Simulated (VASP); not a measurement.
# Ga (I4/mmm) in VASP: notebook, part 3 of 3

VASP 6.6.1.

**4. Single point, PBE (18.01 Å³/atom)**

This run uses another cell than the first one, of 18.01 Å³/atom.

The input, INCAR:

```
PREC = Accurate
ENCUT = 520
EDIFF = 1E-6
ISMEAR = -1
SIGMA = 0.05
LREAL = False
LASPH = True
NELM = 80
ALGO = Normal
ISIF = 2
LWAVE = False
LCHARG = False
GGA = PE
ISYM = 0
NBANDS = 12
```

The input, KPOINTS:

```
Automatic mesh
0
Gamma
  14 14 16
```

The input, POSCAR:

```
Ga
1.0
   -1.4156038320      1.4156038320      2.2474223230
    1.4156038320     -1.4156038320      2.2474223230
    1.4156038320      1.4156038320     -2.2474223230
Ga
1
Direct
    0.0000000000      0.0000000000      0.0000000000
```

Potentials or basis: VASP PAW PBE potentials, release 64 (Ga_d).

Started as:

```bash
$ cat potpaw_PBE.64/Ga_d/POTCAR > POTCAR
$ mpirun -np 1 vasp_std > vasp.out
```

OUTCAR:

```text
PREC = Accurate
   ENCUT = 520
   EDIFF = 1E-6
   ISMEAR = -1
   LREAL = False
   LASPH = True
   NELM = 80
   ISIF = 2
   GGA = PE
   ISYM = 0

 ion  position               nearest neighbor table
   1  0.000  0.000  0.000-

IMPORTANT INFORMATION: All symmetrisations will be switched off!
NOSYMM: (Re-)initialisation of all symmetry stuff for point group C_1.

----------------------------------------------------------------------------------------

                                     Primitive cell

  volume of cell :      18.0147

  direct lattice vectors                    reciprocal lattice vectors
    -1.415603832  1.415603832  2.247422323     0.000000000  0.353206165  0.222477100
     1.415603832 -1.415603832  2.247422323     0.353206165  0.000000000  0.222477100
     1.415603832  1.415603832 -2.247422323     0.353206165  0.353206165  0.000000000

  length of vectors
     3.009779978  3.009779978  3.009779978     0.417433413  0.417433413  0.499508948

  position of ions in fractional coordinates (direct lattice)
     0.000000000  0.000000000  0.000000000

  ion indices of the primitive-cell ions
   primitive index   ion index
                 1           1

----------------------------------------------------------------------------------------

 KPOINTS: Automatic mesh

Automatic generation of k-mesh.
 Grid dimensions read from file:
 generate k-points for:   14   14   16

 Generating k-lattice:

  Cartesian coordinates                     Fractional coordinates (reciprocal lattice)
     0.000000000  0.025229012  0.015891221     0.071428571  0.000000000  0.000000000
     0.025229012  0.000000000  0.015891221     0.000000000  0.071428571  0.000000000
     0.022075385  0.022075385  0.000000000     0.000000000  0.000000000  0.062500000

  Length of vectors
     0.029816672  0.029816672  0.031219309

  Shift w.r.t. Gamma in fractional coordinates (k-lattice)
     0.000000000  0.000000000  0.000000000

 -----------------------------------------------------------------------------
|                                                                             |
|           W    W    AA    RRRRR   N    N  II  N    N   GGGG   !!!           |
|           W    W   A  A   R    R  NN   N  II  NN   N  G    G  !!!           |
|           W    W  A    A  R    R  N N  N  II  N N  N  G       !!!           |
|           W WW W  AAAAAA  RRRRR   N  N N  II  N  N N  G  GGG   !            |
|           WW  WW  A    A  R   R   N   NN  II  N   NN  G    G                |
|           W    W  A    A  R    R  N    N  II  N    N   GGGG   !!!           |
|                                                                             |
|     Your reciprocal lattice and k-lattice belong to different lattice       |
|     classes:                                                                |
|                                                                             |
|        The reciprocal lattice is body-centered tetragonal,                  |
|        whereas your k-lattice is base-centered monoclinic.                  |
|                                                                             |
|     Results are often still useful ...                                      |
|                                                                             |
 -----------------------------------------------------------------------------

 WARNING: IBZKPT: internal override: KBLOWUP is changed to .FALSE.
      ... skipping the blow-up phase ...

 Subroutine IBZKPT returns following result:
 ===========================================

 Found   1572 irreducible k-points:

 Following reciprocal coordinates:
            Coordinates               Weight
  0.000000  0.000000  0.000000      1.000000
  0.071429 -0.000000 -0.000000      2.000000
  0.142857  0.000000  0.000000      2.000000
  0.214286 -0.000000  0.000000      2.000000
  0.285714 -0.000000 -0.000000      2.000000
  0.357143 -0.000000  0.000000      2.000000
[... 16 lines left out ...]
  0.000000  0.142857  0.000000      2.000000
  0.071429  0.142857  0.000000      2.000000
 [... further k-points ...]
   k-points           NKPTS =   1572   k-points in BZ     NKDIM =   1572   number of bands    NBANDS=     12
   number of dos      NEDOS =    301   number of ions     NIONS =      1
   total plane-waves  NPLWV =  13824
   dimension x,y,z NGX =    24 NGY =   24 NGZ =   24
   dimension x,y,z NGXF=    48 NGYF=   48 NGZF=   48
   ions per type =               1
   NGX,Y,Z   is equivalent  to a cutoff of  13.26, 13.26, 13.26 a.u.
   NGXF,Y,Z  is equivalent  to a cutoff of  26.51, 26.51, 26.51 a.u.
 SYSTEM =  unknown system
   PREC   = accura    normal or accurate (medium, high low for compatibility)
   ISTART =      0    job   : 0-new  1-cont  2-samecut
   ICHARG =      2    charge: 1-file 2-atom 10-const
   ISPIN  =      1    spin polarized calculation?
   LNONCOLLINEAR =      F non collinear calculations
   LSORBIT =      F    spin-orbit coupling
   LASPH  =      T    aspherical Exc in radial PAW
   ENCUT  =  520.0 eV  38.22 Ry    6.18 a.u.   5.60  5.60  5.60*2*pi/ulx,y,z
   NELM   =     80;   NELMIN=  2; NELMDL= -5     # of ELM steps
   EDIFF  = 0.1E-05   stopping-criterion for ELM
   LREAL  =      F    real-space projection
   EDIFFG = 0.1E-04   stopping-criterion for IOM
   NSW    =      0    number of steps for IOM
   IBRION =     -1    ionic relax: 0-MD 1-quasi-New 2-CG
   NFREE  =      0    steps in history (QN), initial steepest desc. (CG)
   ISIF   =      2    stress and relaxation
   ISYM   =      0    0-nonsym 1-usesym 2-fastsym
   POTIM  = 0.5000    time-step for ionic-motion
   TEBEG  =    0.0;   TEEND  =   0.0 temperature during run
   PSTRESS=    0.0 pullay stress
   NELECT =      13.0000    total number of electrons
   NUPDOWN=      -1.0000    fix difference up-down
   EMIN   =  10.00;   EMAX   =-10.00  energy-range for DOS
   EFERMI =   0.00;   METHOD = LEGACY
   ISMEAR =    -1;   SIGMA  =   0.05  broadening in eV -4-tet -1-fermi 0-gaus
   EFERMI_NEDOS =   21; number of points for ismear=-14 and -15
   IALGO  =     38    algorithm
   IMIX   =      4    mixing-type and parameters
     AMIX     =   0.40;   BMIX     =  1.00
     AMIX_MAG =   1.60;   BMIX_MAG =  1.00
  volume/ion in A,a.u.               =      18.01       121.57
  Fermi-wavevector in a.u.,A,eV,Ry     =   1.468407  2.774888 29.337159  2.156220
  Thomas-Fermi vector in A             =   2.583909
   LORBIT       =      0    0 simple, 1 ext, 2 COOP (PROOUT), +10 PAW based schemes
   GGA     = PE    functional components
   LHFCALC =     F    Hartree Fock is set to
   AEXX    =    0.0000 exact exchange contribution
   IVDW    =     0    specifies the selected vdW correction
   LEPSILON=     F    determine dielectric tensor
   LRPA    =     F    only Hartree local field effects (RPA)
 non-spin polarized calculation
  energy-cutoff  :      520.00
  volume of cell :       18.01
 maximum number of plane-waves:       501
   NGX = 11   NGY = 11   NGZ = 11

 number of electron      12.9999994 magnetization

 Free energy of the ion-electron system (eV)
  ---------------------------------------------------
  ext. energy  EPLUGINS =         0.00000000
  ---------------------------------------------------
  free energy    TOTEN  =        -2.88206302 eV

  energy without entropy =       -2.87928805  energy(sigma->0) =       -2.88067554

 E-fermi :   6.0141     XC(G=0): -11.2514

 val. band max:        5.9890225650   @ k =   0.0714  -0.3571   0.3125
 cond. band min:       6.0300410959   @ k =   0.2143   0.1429   0.3750
 fundamental gap:      0.0410185309
 Fermi energy:         6.0140968288

 k-point     1 :       0.0000    0.0000    0.0000
  band No.  band energies     occupation
      1      -9.0403      2.00000
      2      -8.9159      2.00000
      3      -8.9159      2.00000
      4      -8.8946      2.00000
      5      -8.7625      2.00000
      6      -5.4104      2.00000
      7      18.7397      0.00000
      8      18.7397      0.00000
      9      18.7652      0.00000
     10      22.2277      0.00000
     11      22.2750      0.00000
     12      22.8739      0.00000
[... 331 lines left out ...]
 k-point    24 :       0.0714    0.1429    0.0000
  band No.  band energies     occupation
      1      -9.0158      2.00000
      2      -8.9273      2.00000
      3      -8.8966      2.00000
      4      -8.8678      2.00000
      5      -8.7731      2.00000
      6      -4.5673      2.00000
      7      13.4330      0.00000
      8      15.7741      0.00000
      9      17.8979      0.00000
     10      21.0295      0.00000
     11      21.7006      0.00000
     12      23.8505      0.00000

 [... further k-points ...]

------------------------ aborting loop because EDIFF is reached ----------------------------------------

  FORCE on cell =-STRESS in cart. coord.  units (eV):
  Direction    XX          YY          ZZ          XY          YZ          ZX
  --------------------------------------------------------------------------------------
  -------------------------------------------------------------------------------------
  Total        0.3262841      0.3262843      0.2668288     -0.0127224      0.0106513      0.0106508
  in kB       29.0187288     29.0187419     23.7309473     -1.1314916      0.9472969      0.9472508
  external PRESSURE =      27.2561393 kB  Pullay stress =       0.0000000 kB

 VOLUME and BASIS-vectors are now :
 -----------------------------------------------------------------------------
  energy-cutoff  :      520.00
  volume of cell :       18.01
      direct lattice vectors                 reciprocal lattice vectors
    -1.415603832  1.415603832  2.247422323     0.000000000  0.353206165  0.222477100
     1.415603832 -1.415603832  2.247422323     0.353206165  0.000000000  0.222477100
     1.415603832  1.415603832 -2.247422323     0.353206165  0.353206165  0.000000000

 POSITION                                       TOTAL-FORCE (eV/Angst)
 -----------------------------------------------------------------------------------
      0.00000      0.00000      0.00000        -0.000000      0.000000      0.000000
 -----------------------------------------------------------------------------------
    total drift:                               -0.000000      0.000000      0.000000

  FREE ENERGIE OF THE ION-ELECTRON SYSTEM (eV)
  ---------------------------------------------------
  free  energy   TOTEN  =        -2.8820630245 eV

  energy  without entropy=       -2.8792880465  energy(sigma->0) =       -2.88067554
```

stdout:

```text
POSCAR found type information on POSCAR Ga
 POSCAR found :  1 types and       1 ions
 scaLAPACK will be used
 LDA part: xc-table for (Slater+PW92), standard interpolation
 -----------------------------------------------------------------------------
|                                                                             |
|           W    W    AA    RRRRR   N    N  II  N    N   GGGG   !!!           |
|           W    W   A  A   R    R  NN   N  II  NN   N  G    G  !!!           |
|           W    W  A    A  R    R  N N  N  II  N N  N  G       !!!           |
|           W WW W  AAAAAA  RRRRR   N  N N  II  N  N N  G  GGG   !            |
|           WW  WW  A    A  R   R   N   NN  II  N   NN  G    G                |
|           W    W  A    A  R    R  N    N  II  N    N   GGGG   !!!           |
|                                                                             |
|     Your reciprocal lattice and k-lattice belong to different lattice       |
|     classes:                                                                |
|                                                                             |
|        The reciprocal lattice is body-centered tetragonal,                  |
|        whereas your k-lattice is base-centered monoclinic.                  |
|                                                                             |
|     Results are often still useful ...                                      |
|                                                                             |
 -----------------------------------------------------------------------------

 POSCAR, INCAR and KPOINTS ok, starting setup
 FFT: planning ... GRIDC
 FFT: planning ... GRID_SOFT
 FFT: planning ... GRID
 WAVECAR not read
 entering main loop
```

Wall time 71 s (1 thread of Intel Xeon 6975P-C (Granite Rapids), shared host); peak memory 0.42 GiB.

What came out:

```
Free energy            : -2.8821 eV
Pressure               : 2.7 GPa
Band gap on the k mesh : zero (an odd number of electrons rules out a gap without spin polarisation)
```

Stress tensor (GPa, compression positive):
```
 2.90 -0.11  0.09
-0.11  2.90  0.09
 0.09  0.09  2.37
```

Levels at points of the mesh, in eV from the Fermi level:
| k point | band 4 | band 5 | band 6 | band 7 | band 8 | band 9 |
| --- | --- | --- | --- | --- | --- | --- |
| (0.00, 0.00, 0.00) | -14.91 | -14.78 | -11.42 | 12.73 | 12.73 | 12.75 |
| (0.50, 0.00, 0.00) | -14.74 | -14.70 | -4.97 | -4.19 | 8.57 | 11.66 |
| (0.00, 0.50, 0.00) | -14.74 | -14.70 | -4.97 | -4.19 | 8.57 | 11.66 |
| (0.50, 0.50, 0.00) | -14.74 | -14.63 | -2.20 | -1.41 | 4.07 | 4.97 |
| (0.00, 0.00, 0.50) | -14.74 | -14.63 | -2.20 | -1.41 | 4.07 | 4.97 |
| (0.50, 0.00, 0.50) | -14.74 | -14.70 | -4.97 | -4.19 | 8.57 | 11.66 |
| (0.00, 0.50, 0.50) | -14.74 | -14.70 | -4.97 | -4.19 | 8.57 | 11.66 |
| (0.50, 0.50, 0.50) | -14.71 | -14.71 | -3.86 | -3.59 | 6.44 | 6.44 |

**5. Single point, PBE (18.63 Å³/atom)**

This run uses another cell than the first one, of 18.63 Å³/atom.

The input, INCAR:

```
SYSTEM = Ga
ALGO = Normal ; EDIFF = 1E-6
ENCUT = 500 ; GGA = PE
GGA_COMPAT = .False. ; ISIF = 2
ISMEAR = -1 ; ISYM = 0
LASPH = .True. ; LCHARG = .False.
LREAL = .False. ; LWAVE = .False.
NBANDS = 12 ; NELM = 120
PREC = Accurate ; SIGMA = 0.05
```

The input, KPOINTS:

```
k-points
0
Gamma
  14 14 16
  0 0 0
```

The input, POSCAR:

```
Ga
1.0
   -1.4315364027      1.4315364027      2.2727169812
    1.4315364027     -1.4315364027      2.2727169812
    1.4315364027      1.4315364027     -2.2727169812
Ga
1
Direct
    0.0000000000      0.0000000000      0.0000000000
```

Started as:

```bash
$ cat potpaw_PBE.64/Ga_d/POTCAR > POTCAR
$ mpirun -np 1 vasp_std > vasp.out
```

It took 5.7 min on 1 thread of Oxide Virtual Turin-like, shared host; peak memory 0.37 GiB.

The run converged. Its results:

```yaml
Free_energy: -2.8888 eV
Pressure: 0.8 GPa
Band_gap_on_the_k_mesh: zero (an odd number of electrons rules out a gap without spin polarisation)
```

Stress tensor (GPa, compression positive):
```
 0.91 -0.14  0.10
-0.14  0.91  0.10
 0.10  0.10  0.50
```

Levels at points of the mesh, in eV from the Fermi level:
```
           k point  band 2  band 3  band 4  band 5  band 6  band 7  band 8  band 9  band 10  band 11
(0.00, 0.00, 0.00)  -14.89  -14.89  -14.88  -14.75  -11.15   12.35   12.35   12.35    15.90    16.08
(0.50, 0.00, 0.00)  -14.98  -14.88  -14.72  -14.69   -4.93   -4.02    8.35   11.32    12.40    15.29
(0.00, 0.50, 0.00)  -14.98  -14.88  -14.72  -14.69   -4.93   -4.02    8.35   11.32    12.40    15.29
(0.50, 0.50, 0.00)  -15.05  -14.72  -14.72  -14.62   -2.09   -1.50    3.98    4.89     7.88     8.04
(0.00, 0.00, 0.50)  -15.05  -14.72  -14.72  -14.62   -2.09   -1.50    3.99    4.89     7.88     8.04
(0.50, 0.00, 0.50)  -14.98  -14.88  -14.72  -14.69   -4.93   -4.02    8.35   11.33    12.40    15.29
(0.00, 0.50, 0.50)  -14.98  -14.88  -14.72  -14.69   -4.93   -4.02    8.35   11.33    12.40    15.29
(0.50, 0.50, 0.50)  -15.05  -14.70  -14.69  -14.69   -3.87   -3.44    6.30    6.30     9.53    10.17
```

**6. Summary**

| cell | cutoff (eV) | gap on the mesh (eV) | pressure (GPa) |
| --- | --- | --- | --- |
| a = 2.935 Å, angles 123.9, 123.9, 83.4°, 1 atom | 520 | none | 8.4 |
| a = 2.960 Å, angles 123.9, 123.9, 83.4°, 1 atom | 520 | none | 6.3 |
| a = 3.010 Å, angles 123.9, 123.9, 83.4°, 1 atom | 520 | none | 2.7 |
| a = 3.044 Å, angles 123.9, 123.9, 83.4°, 1 atom | 500 | none | 0.8 |

Alike in all rows: task single point; level PBE; potentials or basis VASP PAW PBE potentials, release 64 (Ga_d); no spin polarisation; k mesh 14 × 14 × 16; smearing fermi-dirac 0.05 eV.

Caveats: the cell stands under pressure (at least some runs).

Total energies depend on the potentials used, so only differences within one code and one set of settings carry meaning.

The gap in the log of VASP goes by the Fermi energy; the results here count the filled bands.